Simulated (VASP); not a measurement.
# BaTe (F-43m) in VASP: notebook

BaTe is run at these levels: r2SCAN; tasks: single point.

Everything below comes from runs of VASP 6.6.1. Logs are shortened: lines on timing, memory, paths and dates and some standing lists are left out, and cuts for length are marked.

### Step 1. The cell of the first run

The structure is cubic, space group F-43m (No. 216). The conventional cell has a = 7.669 Å, b = 7.669 Å, c = 7.669 Å, α = 90.00°, β = 90.00°, γ = 90.00°. Ba (site symmetry -43m) has 4 Te at 3.32 Å within 4.4 Å. Te (site symmetry -43m) has 4 Ba at 3.32 Å within 4.4 Å.

### Step 2. Single point, r2SCAN (56.37 Å³/atom)

Contents of POSCAR:

```
BaTe
1.0
    0.0000000000      3.8342554644      3.8342554644
    3.8342554644      0.0000000000      3.8342554644
    3.8342554644      3.8342554644      0.0000000000
Ba Te
1 1
Direct
    0.0000000000      0.0000000000      0.0000000000
    0.2500000000      0.2500000000      0.2500000000
```

Contents of INCAR.step1:

```
SYSTEM = BaTe
ALGO = Normal ; EDIFF = 1E-4
ENCUT = 520 ; GGA = PE
ISMEAR = 0 ; LASPH = .TRUE.
LCHARG = .FALSE. ; LREAL = .FALSE.
LWAVE = .TRUE. ; NBANDS = 15
NELM = 100 ; PREC = Accurate
SIGMA = 0.01
```

Contents of INCAR.step2:

```
SYSTEM = BaTe
ALGO = Normal ; EDIFF = 1E-7
ENCUT = 520 ; ISIF = 2
ISMEAR = 0 ; ISTART = 1
LASPH = .TRUE. ; LCHARG = .FALSE.
LMIXTAU = .TRUE. ; LREAL = .FALSE.
LWAVE = .FALSE. ; METAGGA = R2SCAN
NBANDS = 15 ; NELM = 100
PREC = Accurate ; SIGMA = 0.01
```

Contents of KPOINTS:

```
k-points
0
G
  6 6 6
  0 0 0
```

Potentials or basis: VASP PAW PBE potentials, release 64 (Ba_sv, Te).

Run with:

```console
$ cat potpaw_PBE.64/Ba_sv/POTCAR potpaw_PBE.64/Te/POTCAR > POTCAR
$ cp INCAR.step1 INCAR
$ mpirun -np 1 vasp_std > vasp.out
$ cp INCAR.step2 INCAR
$ mpirun -np 1 vasp_std > vasp.out
```

OUTCAR:

```text
SYSTEM = BaTe
   EDIFF = 1E-7
   ENCUT = 520
   ISIF = 2
   ISMEAR = 0
   ISTART = 1
   LASPH = .TRUE.
   LREAL = .FALSE.
   METAGGA = R2SCAN
   NELM = 100
   PREC = Accurate

 ion  position               nearest neighbor table
   1  0.000  0.000  0.000-   2 3.32   2 3.32   2 3.32   2 3.32
   2  0.250  0.250  0.250-   1 3.32   1 3.32   1 3.32   1 3.32

  LATTYP: Found a face centered cubic cell.
 ALAT       =     7.6685109288

  Lattice vectors:

 A1 = (   0.0000000000,   3.8342554644,   3.8342554644)
 A2 = (   3.8342554644,   0.0000000000,   3.8342554644)
 A3 = (   3.8342554644,   3.8342554644,   0.0000000000)

Analysis of symmetry for initial positions (statically):
=====================================================================
 Subroutine PRICEL returns:
 Original cell was already a primitive cell.

 Routine SETGRP: Setting up the symmetry group for a
 face centered cubic supercell.

 Subroutine GETGRP returns: Found 24 space group operations
 (whereof 24 operations were pure point group operations)
 out of a pool of 48 trial point group operations.

The static configuration has the point symmetry T_d .

Analysis of symmetry for dynamics (positions and initial velocities):
=====================================================================
 Subroutine PRICEL returns:
 Original cell was already a primitive cell.

 Routine SETGRP: Setting up the symmetry group for a
 face centered cubic supercell.

 Subroutine GETGRP returns: Found 24 space group operations
 (whereof 24 operations were pure point group operations)
 out of a pool of 48 trial point group operations.

The dynamic configuration has the point symmetry T_d .

 Subroutine INISYM returns: Found 24 space group operations
 (whereof 24 operations are pure point group operations),
 and found     1 'primitive' translations

----------------------------------------------------------------------------------------

                                     Primitive cell

  volume of cell :     112.7387

  direct lattice vectors                    reciprocal lattice vectors
     0.000000000  3.834255464  3.834255464    -0.130403413  0.130403413  0.130403413
     3.834255464  0.000000000  3.834255464     0.130403413 -0.130403413  0.130403413
     3.834255464  3.834255464  0.000000000     0.130403413  0.130403413 -0.130403413

  length of vectors
     5.422456079  5.422456079  5.422456079     0.225865337  0.225865337  0.225865337

  position of ions in fractional coordinates (direct lattice)
     0.000000000  0.000000000  0.000000000
[... 79 lines left out ...]
   PSTRESS=    0.0 pullay stress
   NELECT =      16.0000    total number of electrons
   NUPDOWN=      -1.0000    fix difference up-down
   EMIN   =  10.00;   EMAX   =-10.00  energy-range for DOS
   EFERMI =   0.00;   METHOD = LEGACY
   ISMEAR =     0;   SIGMA  =   0.01  broadening in eV -4-tet -1-fermi 0-gaus
   EFERMI_NEDOS =   21; number of points for ismear=-14 and -15
   IALGO  =     38    algorithm
   IMIX   =      4    mixing-type and parameters
     AMIX     =   0.40;   BMIX     =  1.00
     AMIX_MAG =   1.60;   BMIX_MAG =  1.00
  volume/ion in A,a.u.               =      56.37       380.40
  Fermi-wavevector in a.u.,A,eV,Ry     =   0.853933  1.613699  9.921389  0.729202
  Thomas-Fermi vector in A             =   1.970452
   LORBIT       =      0    0 simple, 1 ext, 2 COOP (PROOUT), +10 PAW based schemes
   METAGGA = R2SCAN    functional components
   LHFCALC =     F    Hartree Fock is set to
   AEXX    =    0.0000 exact exchange contribution
   IVDW    =     0    specifies the selected vdW correction
   LEPSILON=     F    determine dielectric tensor
   LRPA    =     F    only Hartree local field effects (RPA)
 non-spin polarized calculation
 Gauss-broadening in eV      SIGMA  =   0.01
  energy-cutoff  :      520.00
  volume of cell :      112.74
 maximum number of plane-waves:      3071
   NGX = 21   NGY = 21   NGZ = 21

 number of electron      16.0000000 magnetization

 Free energy of the ion-electron system (eV)
  ---------------------------------------------------
  ext. energy  EPLUGINS =         0.00000000
  ---------------------------------------------------
  free energy    TOTEN  =       -55.33708602 eV

  energy without entropy =      -55.33708602  energy(sigma->0) =      -55.33708602

 E-fermi :   0.1447     XC(G=0):  -7.2860

 val. band max:        0.0685834359   @ k =  -0.3333   0.5000   0.1667
 cond. band min:       3.0996122375   @ k =   0.0000   0.0000   0.0000
 fundamental gap:      3.0310288017
 Fermi energy:         0.1446868983

 k-point     1 :       0.0000    0.0000    0.0000
  band No.  band energies     occupation
      1     -27.4437      2.00000
      2     -12.2323      2.00000
      3     -12.2323      2.00000
      4     -12.2323      2.00000
      5      -9.0237      2.00000
      6      -0.4484      2.00000
      7      -0.4484      2.00000
      8      -0.4484      2.00000
      9       3.0996      0.00000
     10       4.7186      0.00000
     11       4.7186      0.00000
     12       6.7990      0.00000
     13       6.7990      0.00000
     14       6.7990      0.00000
[... 257 lines left out ...]
      2     -12.5015      2.00000
      3     -12.2944      2.00000
      4     -12.2816      2.00000
      5      -8.5373      2.00000
      6      -0.7674      2.00000
      7      -0.2351      2.00000
      8       0.0686      2.00000
      9       3.2294      0.00000
     10       4.3486      0.00000
     11       5.4608      0.00000
     12       5.7655      0.00000
     13       6.5544      0.00000
     14       8.0524      0.00000
     15       8.4377      0.00000

------------------------ aborting loop because EDIFF is reached ----------------------------------------

  FORCE on cell =-STRESS in cart. coord.  units (eV):
  Direction    XX          YY          ZZ          XY          YZ          ZX
  --------------------------------------------------------------------------------------
  -------------------------------------------------------------------------------------
  Total        1.1224481      1.1224481      1.1224481     -0.0000000     -0.0000000     -0.0000000
  in kB       15.9515807     15.9515807     15.9515807     -0.0000000     -0.0000000     -0.0000000
  external PRESSURE =      15.9515807 kB  Pullay stress =       0.0000000 kB

 VOLUME and BASIS-vectors are now :
 -----------------------------------------------------------------------------
  energy-cutoff  :      520.00
  volume of cell :      112.74
      direct lattice vectors                 reciprocal lattice vectors
     0.000000000  3.834255464  3.834255464    -0.130403413  0.130403413  0.130403413
     3.834255464  0.000000000  3.834255464     0.130403413 -0.130403413  0.130403413
     3.834255464  3.834255464  0.000000000     0.130403413  0.130403413 -0.130403413

 POSITION                                       TOTAL-FORCE (eV/Angst)
 -----------------------------------------------------------------------------------
      0.00000      0.00000      0.00000         0.000000     -0.000000      0.000000
      1.91713      1.91713      1.91713        -0.000000      0.000000     -0.000000
 -----------------------------------------------------------------------------------
    total drift:                               -0.000000     -0.000000     -0.000000

  FREE ENERGIE OF THE ION-ELECTRON SYSTEM (eV)
  ---------------------------------------------------
  free  energy   TOTEN  =       -55.3370860156 eV

  energy  without entropy=      -55.3370860156  energy(sigma->0) =      -55.33708602
```

Wall time 3.5 min (1 thread of Intel Xeon 8259CL, shared host); peak memory 0.27 GiB.

What came out:

```yaml
Free_energy: -55.3371 eV
Pressure: 1.6 GPa
Band_gap_on_the_k_mesh: 3.03 eV (least direct gap 3.16 eV)
```

Levels at points of the mesh, in eV from the valence-band top:
| k point | band 6 | band 7 | band 8 | band 9 | band 10 | band 11 |
| --- | --- | --- | --- | --- | --- | --- |
| (0.00, 0.00, 0.00) | -0.52 | -0.52 | -0.52 | 3.03 | 4.65 | 4.65 |
| (0.50, 0.00, 0.00) | -0.75 | -0.30 | -0.30 | 4.43 | 4.88 | 4.88 |
| (0.50, 0.50, 0.00) | -1.07 | 0.00 | 0.00 | 3.16 | 4.45 | 5.60 |

Caveat: the structure was generated, so it needn't be the stable form of BaTe; the PAW data sets were made with another functional, which shifts forces and pressure a little; spin-orbit coupling is left out, which moves the levels of the heavy elements. A k mesh can miss the band edges.

### Step 3. Single point, r2SCAN (58.17 Å³/atom)

This run uses another cell than the first one, of 58.17 Å³/atom.

Contents of POSCAR:

```
BaTe
1.0
    0.0000000000      3.8746190144      3.8746190144
    3.8746190144      0.0000000000      3.8746190144
    3.8746190144      3.8746190144      0.0000000000
Ba Te
1 1
Direct
    0.0000000000      0.0000000000      0.0000000000
    0.2500000000      0.2500000000      0.2500000000
```

Contents of INCAR.step1:

```
ALGO = Normal
EDIFF = 1E-4
ENCUT = 520
GGA = PE
ISMEAR = 0
LASPH = T
LCHARG = F
LREAL = F
LWAVE = T
NBANDS = 15
NELM = 100
PREC = Accurate
SIGMA = 0.01
```

Contents of INCAR.step2:

```
ALGO = Normal
EDIFF = 1E-6
ENCUT = 520
ISIF = 2
ISMEAR = 0
ISTART = 1
LASPH = T
LCHARG = T
LELF = T
LMIXTAU = T
LREAL = F
LVHAR = T
LWAVE = F
METAGGA = R2SCAN
NBANDS = 15
NELM = 100
PREC = Accurate
SIGMA = 0.01
```

Contents of KPOINTS:

```
k-points
0
Gamma
  6 6 6
```

Potentials or basis: VASP PAW PBE potentials, release 64 (Ba_sv, Te).

Run with:

```console
$ cat potpaw_PBE.64/Ba_sv/POTCAR potpaw_PBE.64/Te/POTCAR > POTCAR
$ cp INCAR.step1 INCAR
$ mpirun -np 1 vasp_std > vasp.out
$ cp INCAR.step2 INCAR
$ mpirun -np 1 vasp_std > vasp.out
```

It took 4.3 min on 1 thread of Intel Xeon 8259CL, shared host; peak memory 0.3 GiB.

The run converged. Its results:

```
Free energy            : -55.3642 eV
Pressure               : 0.8 GPa
Band gap on the k mesh : 2.99 eV (least direct gap 3.18 eV)
```

Levels at points of the mesh, in eV from the valence-band top:
| k point | band 4 | band 5 | band 6 | band 7 | band 8 | band 9 | band 10 | band 11 | band 12 | band 13 |
| --- | --- | --- | --- | --- | --- | --- | --- | --- | --- | --- |
| (0.00, 0.00, 0.00) | -12.37 | -9.04 | -0.47 | -0.47 | -0.47 | 2.99 | 4.62 | 4.62 | 6.64 | 6.64 |
| (0.50, 0.00, 0.00) | -12.39 | -8.72 | -0.72 | -0.27 | -0.27 | 4.40 | 4.84 | 4.84 | 5.05 | 5.75 |
| (0.50, 0.50, 0.00) | -12.41 | -8.61 | -1.01 | 0.00 | 0.00 | 3.17 | 4.41 | 5.54 | 5.54 | 5.61 |

Caveat: the structure was generated, so it needn't be the stable form of BaTe; the PAW data sets were made with another functional, which shifts forces and pressure a little; spin-orbit coupling is left out, which moves the levels of the heavy elements.

### Step 4. Single point, r2SCAN

This run uses another cell than the first one, of 59.97 Å³/atom.

Contents of POSCAR:

```
BaTe
1.0
    0.0000000000      3.9141586740      3.9141586740
    3.9141586740      0.0000000000      3.9141586740
    3.9141586740      3.9141586740      0.0000000000
Ba Te
1 1
Direct
    0.0000000000      0.0000000000      0.0000000000
    0.2500000000      0.2500000000      0.2500000000
```

Contents of INCAR.step1:

```
PREC     = Accurate       # precision mode
ENCUT    = 520            # plane-wave cutoff, eV
ISMEAR   = 0              # smearing method
SIGMA    = 0.01           # smearing width, eV
LREAL    = False          # projectors in reciprocal space
LASPH    = True           # aspherical terms in the spheres
NELM     = 60             # most SCF steps
NBANDS   = 15             # bands
GGA      = PE             # functional
ALGO     = Normal         # electronic algorithm
EDIFF    = 1E-4           # SCF threshold, eV
LWAVE    = True           # write WAVECAR
LCHARG   = False          # write CHGCAR
```

Contents of INCAR.step2:

```
PREC     = Accurate       # precision mode
ENCUT    = 520            # plane-wave cutoff, eV
EDIFF    = 1E-6           # SCF threshold, eV
ISMEAR   = 0              # smearing method
SIGMA    = 0.01           # smearing width, eV
LREAL    = False          # projectors in reciprocal space
LASPH    = True           # aspherical terms in the spheres
NELM     = 60             # most SCF steps
ALGO     = Normal         # electronic algorithm
ISIF     = 2              # what is computed and relaxed
LWAVE    = False          # write WAVECAR
LCHARG   = True           # write CHGCAR
METAGGA  = R2SCAN         # meta-GGA
LMIXTAU  = True         
LELF     = True           # ELF
LVHAR    = True         
NBANDS   = 15             # bands
ISTART   = 1
```

Contents of KPOINTS:

```
Automatic mesh
0
Gamma
  6 6 6
```

Run with:

```console
$ cat potpaw_PBE.64/Ba_sv/POTCAR potpaw_PBE.64/Te/POTCAR > POTCAR
$ cp INCAR.step1 INCAR
$ mpirun -np 1 vasp_std > vasp.out
$ cp INCAR.step2 INCAR
$ mpirun -np 1 vasp_std > vasp.out
```

Run time: 4 min. Hardware: 1 thread of Intel Xeon 8259CL, shared host; peak memory 0.3 GiB.

Results (log left out):

| Property | Result |
| --- | --- |
| Free energy | -55.3754 eV |
| Pressure | 0.2 GPa |
| Band gap on the k mesh | 2.95 eV (least direct gap 3.18 eV) |

Levels at points of the mesh, in eV from the valence-band top:
| k point | band 4 | band 5 | band 6 | band 7 | band 8 | band 9 | band 10 | band 11 | band 12 | band 13 |
| --- | --- | --- | --- | --- | --- | --- | --- | --- | --- | --- |
| (0.00, 0.00, 0.00) | -12.45 | -9.00 | -0.43 | -0.43 | -0.43 | 2.95 | 4.60 | 4.60 | 6.55 | 6.55 |
| (0.50, 0.00, 0.00) | -12.46 | -8.71 | -0.69 | -0.24 | -0.24 | 4.37 | 4.80 | 4.80 | 4.99 | 5.68 |
| (0.50, 0.50, 0.00) | -12.48 | -8.62 | -0.96 | 0.00 | 0.00 | 3.18 | 4.37 | 5.48 | 5.48 | 5.54 |

Caveat: the structure was generated, so it needn't be the stable form of BaTe; the PAW data sets were made with another functional, which shifts forces and pressure a little; spin-orbit coupling is left out, which moves the levels of the heavy elements. A k mesh can miss the band edges.

[end of part 1 of 2]
